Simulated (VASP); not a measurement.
Wanted: the native input for a VASP 6.6.1 run.

| Property | Result |
| --- | --- |
| Task | single point |
| Functional | LDA |
| Potentials or basis | VASP PAW LDA potentials, release 64 (As) |
| Cutoff | 520 eV |
| k mesh | 13 × 13 × 13 |
| Occupations | fermi-dirac, width 0.1 eV |
| Spin | no spin polarisation |
| Dipole correction | no |
| Further INCAR settings | ALGO = Normal; EDIFF = 1e-06; NBANDS = 8 |

The structure of As lies in POSCAR:

```
As
1.0
    2.7036800000      0.0000000000      0.0000000000
    0.0000000000      2.7036800000      0.0000000000
    0.0000000000      0.0000000000      2.7036800000
As
1
Direct
    0.5000000000      0.5000000000      0.5000000000
```

One way to write it, as run:

INCAR

```
SYSTEM = As
PREC = Accurate
ENCUT = 520
EDIFF = 1E-6
ISMEAR = -1
SIGMA = 0.1
LREAL = .FALSE.
LASPH = .TRUE.
NELM = 100
ALGO = Normal
ISIF = 2
LWAVE = .FALSE.
LCHARG = .FALSE.
GGA = CA
NBANDS = 8
```

KPOINTS

```
Automatic mesh
0
G
  13 13 13
  0 0 0
```

Potentials or basis: VASP PAW LDA potentials, release 64 (As).

Launch:

```bash
$ cat potpaw_LDA.64/As/POTCAR > POTCAR
$ mpirun -np 1 vasp_std > vasp.out
```

It gave:

| Property | Result |
| --- | --- |
| Pressure | -2.5 GPa |

Run time: 3.8 s on 1 thread of Intel(R) Xeon(R) 6975P-C (Granite Rapids), with other jobs on the host, peak memory 0.12 GiB.
